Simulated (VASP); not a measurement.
Runs of VASP 6.6.1 on C. The structure is that of space group Cmce (No. 64), or close to it. The cells are those of the table. 

| task | cell | k mesh | cutoff (eV) | gap on the mesh (eV) | pressure (GPa) | relaxed volume (Å³/atom) | largest force (eV/Å) |
| --- | --- | --- | --- | --- | --- | --- | --- |
| single point | a = 2.807, b = 2.807, c = 6.314 Å, angles 90.0, 90.0, 66.9°, 4 atoms | 8 × 8 × 4 | 520 | none | -35.8 | - | 3.01 |
| relaxation of cell and atoms | relaxed from a = 4.642, b = 4.642, c = 3.693 Å, angles 90.0, 90.0, 145.0°, 4 atoms | 6 × 6 × 6 | 600 | (c) | 0.1 | (a) | 0.03 |
| relaxation of cell and atoms | relaxed from a = 3.723, b = 3.723, c = 3.789 Å, angles 90.0, 90.0, 118.9°, 4 atoms | 6 × 6 × 4 | 600 | 0.08 | -0.2 | 7.68 | 0.02 |
| single point | a = 4.642, b = 4.642, c = 3.693 Å, angles 90.0, 90.0, 145.0°, 4 atoms | 6 × 6 × 6 | 520 | none | -46.7 | - | (b) |
| relaxation of cell and atoms | relaxed from a = 2.807, b = 2.807, c = 6.314 Å, angles 90.0, 90.0, 66.9°, 4 atoms | 6 × 6 × 4 | 600 | 0.32 | 0.5 | 8.32 | 0.03 |

Alike in all rows: level r2SCAN; potentials or basis VASP PAW PBE potentials, release 64 (C); no spin polarisation; smearing gaussian 0.1 eV.

**Question.** Fill in the values left out.

**Answer.** (a) 9.05; (b) 6.02; (c) 0.20.

Caveats: some runs use coarse meshes; the PAW data sets were made with another functional, which shifts forces and pressure a little; the volume moved by over 15 % at a fixed basis, so the end points are rough (some runs).

A k mesh can miss the band edges.

A gap of «none» marks levels without a gap at the run's occupations.
